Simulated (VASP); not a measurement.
# Ru (Fd-3m) in VASP: a series of runs, part 2 of 2

VASP 6.6.1. The steps go on from the part before.

## 5. Single point, r2SCAN

This run uses another cell than the first one, of 19.83 Å³/atom.

Input file POSCAR:

```
Ru
1.0
    0.0000000000      2.7066242112      2.7066242112
    2.7066242112      0.0000000000      2.7066242112
    2.7066242112      2.7066242112      0.0000000000
Ru
2
Direct
    1.0000000000      1.0000000000      1.0000000000
    0.2500000000      0.2500000000      0.2500000000
```

Input file INCAR.step1:

```
SYSTEM = Ru
  ALGO = Normal
  EDIFF = 1E-5
  ENCUT = 550
  GGA = PE
  GGA_COMPAT = .False.
  ISMEAR = 0
  LASPH = .True.
  LCHARG = .False.
  LREAL = .False.
  LWAVE = .True.
  NBANDS = 21
  NELM = 120
  PREC = Accurate
  SIGMA = 0.05
```

Input file INCAR.step2:

```
SYSTEM = Ru
  ALGO = Normal
  EDIFF = 1E-6
  ENCUT = 550
  GGA_COMPAT = .False.
  ISIF = 2
  ISMEAR = 0
  ISTART = 1
  LASPH = .True.
  LCHARG = .False.
  LMIXTAU = .True.
  LREAL = .False.
  LWAVE = .False.
  METAGGA = R2SCAN
  NBANDS = 21
  NELM = 120
  PREC = Accurate
  SIGMA = 0.05
```

Input file KPOINTS:

```
k-points
0
Gamma
  9 9 9
  0 0 0
```

Potentials or basis: VASP PAW PBE potentials, release 64 (Ru_pv).

Launch:

```
> cat potpaw_PBE.64/Ru_pv/POTCAR > POTCAR
> cp INCAR.step1 INCAR
> mpirun -np 1 vasp_std > vasp.out
> cp INCAR.step2 INCAR
> mpirun -np 1 vasp_std > vasp.out
```

OUTCAR:

```text
SYSTEM = Ru
   EDIFF = 1E-6
   ENCUT = 550
   ISIF = 2
   ISMEAR = 0
   ISTART = 1
   LASPH = .True.
   LREAL = .False.
   METAGGA = R2SCAN
   NELM = 120
   PREC = Accurate

 ion  position               nearest neighbor table
   1  0.000  0.000  0.000-   2 2.34   2 2.34   2 2.34   2 2.34
   2  0.250  0.250  0.250-   1 2.34   1 2.34   1 2.34   1 2.34

  LATTYP: Found a face centered cubic cell.
 ALAT       =     5.4132484224

  Lattice vectors:

 A1 = (   0.0000000000,   2.7066242112,   2.7066242112)
 A2 = (   2.7066242112,   0.0000000000,   2.7066242112)
 A3 = (   2.7066242112,   2.7066242112,   0.0000000000)

Analysis of symmetry for initial positions (statically):
=====================================================================
 Subroutine PRICEL returns:
 Original cell was already a primitive cell.

 Routine SETGRP: Setting up the symmetry group for a
 face centered cubic supercell.

 Subroutine GETGRP returns: Found 48 space group operations
 (whereof 24 operations were pure point group operations)
 out of a pool of 48 trial point group operations.

The static configuration has the point symmetry T_d .
 The point group associated with its full space group is O_h .

Analysis of symmetry for dynamics (positions and initial velocities):
=====================================================================
 Subroutine PRICEL returns:
 Original cell was already a primitive cell.

 Routine SETGRP: Setting up the symmetry group for a
 face centered cubic supercell.

 Subroutine GETGRP returns: Found 48 space group operations
 (whereof 24 operations were pure point group operations)
 out of a pool of 48 trial point group operations.

The dynamic configuration has the point symmetry T_d .
 The point group associated with its full space group is O_h .

 Subroutine INISYM returns: Found 48 space group operations
 (whereof 24 operations are pure point group operations),
 and found     1 'primitive' translations

----------------------------------------------------------------------------------------

                                     Primitive cell

  volume of cell :      39.6565

  direct lattice vectors                    reciprocal lattice vectors
     0.000000000  2.706624211  2.706624211    -0.184731962  0.184731962  0.184731962
     2.706624211  0.000000000  2.706624211     0.184731962 -0.184731962  0.184731962
     2.706624211  2.706624211  0.000000000     0.184731962  0.184731962 -0.184731962

  length of vectors
     3.827744668  3.827744668  3.827744668     0.319965143  0.319965143  0.319965143

  position of ions in fractional coordinates (direct lattice)
     0.000000000  0.000000000  0.000000000
     0.250000000  0.250000000  0.250000000

  ion indices of the primitive-cell ions
   primitive index   ion index
                 1           1
                 2           2

----------------------------------------------------------------------------------------

 KPOINTS: k-points

Automatic generation of k-mesh.
 Grid dimensions read from file:
 generate k-points for:    9    9    9

 Generating k-lattice:

  Cartesian coordinates                     Fractional coordinates (reciprocal lattice)
    -0.020525774  0.020525774  0.020525774     0.111111111  0.000000000  0.000000000
     0.020525774 -0.020525774  0.020525774     0.000000000  0.111111111  0.000000000
     0.020525774  0.020525774 -0.020525774     0.000000000  0.000000000  0.111111111

  Length of vectors
     0.035551683  0.035551683  0.035551683

  Shift w.r.t. Gamma in fractional coordinates (k-lattice)
     0.000000000  0.000000000  0.000000000

 Subroutine IBZKPT returns following result:
 ===========================================

 Found     35 irreducible k-points:

 Following reciprocal coordinates:
            Coordinates               Weight
  0.000000  0.000000  0.000000      1.000000
  0.111111  0.000000  0.000000      8.000000
  0.222222  0.000000  0.000000      8.000000
  0.333333  0.000000  0.000000      8.000000
  0.444444  0.000000  0.000000      8.000000
  0.111111  0.111111  0.000000      6.000000
[... 16 lines left out ...]
 -0.333333  0.333333  0.000000     12.000000
  0.444444  0.444444  0.000000      6.000000
 [... further k-points ...]
   k-points           NKPTS =     35   k-points in BZ     NKDIM =     35   number of bands    NBANDS=     21
   number of dos      NEDOS =    301   number of ions     NIONS =      2
   total plane-waves  NPLWV =  27000
   dimension x,y,z NGX =    30 NGY =   30 NGZ =   30
   dimension x,y,z NGXF=    60 NGYF=   60 NGZF=   60
   ions per type =               2
   NGX,Y,Z   is equivalent  to a cutoff of  13.03, 13.03, 13.03 a.u.
   NGXF,Y,Z  is equivalent  to a cutoff of  26.06, 26.06, 26.06 a.u.
 SYSTEM =  Ru
   PREC   = accura    normal or accurate (medium, high low for compatibility)
   ISTART =      1    job   : 0-new  1-cont  2-samecut
   ICHARG =      0    charge: 1-file 2-atom 10-const
   ISPIN  =      1    spin polarized calculation?
   LNONCOLLINEAR =      F non collinear calculations
   LSORBIT =      F    spin-orbit coupling
   LASPH  =      T    aspherical Exc in radial PAW
   ENCUT  =  550.0 eV  40.42 Ry    6.36 a.u.   7.32  7.32  7.32*2*pi/ulx,y,z
   NELM   =    120;   NELMIN=  2; NELMDL=  0     # of ELM steps
   EDIFF  = 0.1E-05   stopping-criterion for ELM
   LREAL  =      F    real-space projection
   EDIFFG = 0.1E-04   stopping-criterion for IOM
   NSW    =      0    number of steps for IOM
   IBRION =     -1    ionic relax: 0-MD 1-quasi-New 2-CG
   NFREE  =      0    steps in history (QN), initial steepest desc. (CG)
   ISIF   =      2    stress and relaxation
   ISYM   =      2    0-nonsym 1-usesym 2-fastsym
   POTIM  = 0.5000    time-step for ionic-motion
   TEBEG  =    0.0;   TEEND  =   0.0 temperature during run
   PSTRESS=    0.0 pullay stress
   NELECT =      28.0000    total number of electrons
   NUPDOWN=      -1.0000    fix difference up-down
   EMIN   =  10.00;   EMAX   =-10.00  energy-range for DOS
   EFERMI =   0.00;   METHOD = LEGACY
   ISMEAR =     0;   SIGMA  =   0.05  broadening in eV -4-tet -1-fermi 0-gaus
   EFERMI_NEDOS =   21; number of points for ismear=-14 and -15
   IALGO  =     38    algorithm
   IMIX   =      4    mixing-type and parameters
     AMIX     =   0.40;   BMIX     =  1.00
     AMIX_MAG =   1.60;   BMIX_MAG =  1.00
  volume/ion in A,a.u.               =      19.83       133.81
  Fermi-wavevector in a.u.,A,eV,Ry     =   1.457772  2.754789 28.913722  2.125099
  Thomas-Fermi vector in A             =   2.574534
   LORBIT       =      0    0 simple, 1 ext, 2 COOP (PROOUT), +10 PAW based schemes
   METAGGA = R2SCAN    functional components
   LHFCALC =     F    Hartree Fock is set to
   AEXX    =    0.0000 exact exchange contribution
   IVDW    =     0    specifies the selected vdW correction
   LEPSILON=     F    determine dielectric tensor
   LRPA    =     F    only Hartree local field effects (RPA)
 non-spin polarized calculation
 Gauss-broadening in eV      SIGMA  =   0.05
  energy-cutoff  :      550.00
  volume of cell :       39.66
 maximum number of plane-waves:      1211
 NGX is ok and might be reduce to    30
   NGX = 15   NGY = 15   NGZ = 15

 number of electron      28.0000008 magnetization

 Free energy of the ion-electron system (eV)
  ---------------------------------------------------
  ext. energy  EPLUGINS =         0.00000000
  ---------------------------------------------------
  free energy    TOTEN  =       -48.53976598 eV

  energy without entropy =      -48.53679683  energy(sigma->0) =      -48.53828140

 E-fermi :   7.2765     XC(G=0): -12.2486

 val. band max:        7.2494704882   @ k =   0.4444   0.2222   0.0000
 cond. band min:       7.3077171581   @ k =   0.4444   0.1111   0.0000
 fundamental gap:      0.0582466698
 Fermi energy:         7.2765286586

 k-point     1 :       0.0000    0.0000    0.0000
  band No.  band energies     occupation
      1     -37.3578      2.00000
      2     -37.3578      2.00000
      3     -37.3578      2.00000
      4     -36.3528      2.00000
      5     -36.3528      2.00000
      6     -36.3528      2.00000
[... 13 lines left out ...]
     20      20.6415      0.00000
     21      20.9210      0.00000

 k-point     2 :       0.1111    0.0000    0.0000
  band No.  band energies     occupation
      1     -37.3720      2.00000
      2     -37.3720      2.00000
      3     -37.3553      2.00000
      4     -36.3564      2.00000
      5     -36.3379      2.00000
      6     -36.3379      2.00000
[... 520 lines left out ...]
 k-point    24 :       0.4444    0.4444    0.0000
  band No.  band energies     occupation
      1     -37.5724      2.00000
      2     -37.5724      2.00000
      3     -36.9521      2.00000
      4     -36.7789      2.00000
      5     -36.1241      2.00000
      6     -36.1241      2.00000
[... 13 lines left out ...]
     20      13.0053      0.00000
     21      16.2707      0.00000

 [... further k-points ...]
[... 5 lines left out ...]
  --------------------------------------------------------------------------------------
  -------------------------------------------------------------------------------------
  Total        0.2072806      0.2072806      0.2072806      0.0000000      0.0000000     -0.0000000
  in kB        8.3744309      8.3744309      8.3744309      0.0000000      0.0000000     -0.0000000
  external PRESSURE =       8.3744309 kB  Pullay stress =       0.0000000 kB

 VOLUME and BASIS-vectors are now :
 -----------------------------------------------------------------------------
  energy-cutoff  :      550.00
  volume of cell :       39.66
      direct lattice vectors                 reciprocal lattice vectors
     0.000000000  2.706624211  2.706624211    -0.184731962  0.184731962  0.184731962
     2.706624211  0.000000000  2.706624211     0.184731962 -0.184731962  0.184731962
     2.706624211  2.706624211  0.000000000     0.184731962  0.184731962 -0.184731962

 POSITION                                       TOTAL-FORCE (eV/Angst)
 -----------------------------------------------------------------------------------
      0.00000      0.00000      0.00000         0.000000      0.000000      0.000000
      1.35331      1.35331      1.35331        -0.000000     -0.000000     -0.000000
 -----------------------------------------------------------------------------------
    total drift:                                0.000000     -0.000000      0.000000

  FREE ENERGIE OF THE ION-ELECTRON SYSTEM (eV)
  ---------------------------------------------------
  free  energy   TOTEN  =       -48.5397659786 eV

  energy  without entropy=      -48.5367968305  energy(sigma->0) =      -48.53828140
```

Wall time 56 s (1 thread of Intel Xeon 6975P-C (Granite Rapids), shared host); peak memory 0.18 GiB.

What came out:

```yaml
Free_energy: -48.5398 eV
Pressure: 0.8 GPa
Band_gap_on_the_k_mesh: zero (bands 14 and 15 overlap by 0.77 eV)
```

Levels at points of the mesh, in eV from the Fermi level:
| k point | band 11 | band 12 | band 13 | band 14 | band 15 | band 16 | band 17 | band 18 |
| --- | --- | --- | --- | --- | --- | --- | --- | --- |
| (0.00, 0.00, 0.00) | -3.48 | -3.48 | -0.48 | -0.48 | -0.48 | 1.95 | 1.95 | 8.99 |

Caveat: the PAW data sets were made with another functional, which shifts forces and pressure a little.

## 6. The runs side by side

```csv
cell,gap on the mesh (eV),pressure (GPa)
"a = 3.572 Å, angles 60.0°, 2 atoms",none,62.9
"a = 3.634 Å, angles 60.0°, 2 atoms",none,42.0
"a = 3.714 Å, angles 60.0°, 2 atoms",none,21.4
"a = 3.828 Å, angles 60.0°, 2 atoms",none,0.8
```

Alike in all rows: task single point; level r2SCAN; potentials or basis VASP PAW PBE potentials, release 64 (Ru_pv); no spin polarisation; k mesh 9 × 9 × 9; cutoff (eV) 550; smearing gaussian 0.05 eV.

Caveats: the PAW data sets were made with another functional, which shifts forces and pressure a little; the cell stands under pressure (at least some runs).

Total energies depend on the potentials used, so only differences within one code and one set of settings carry meaning.

The gap in the log of VASP goes by the Fermi energy; the results here count the filled bands.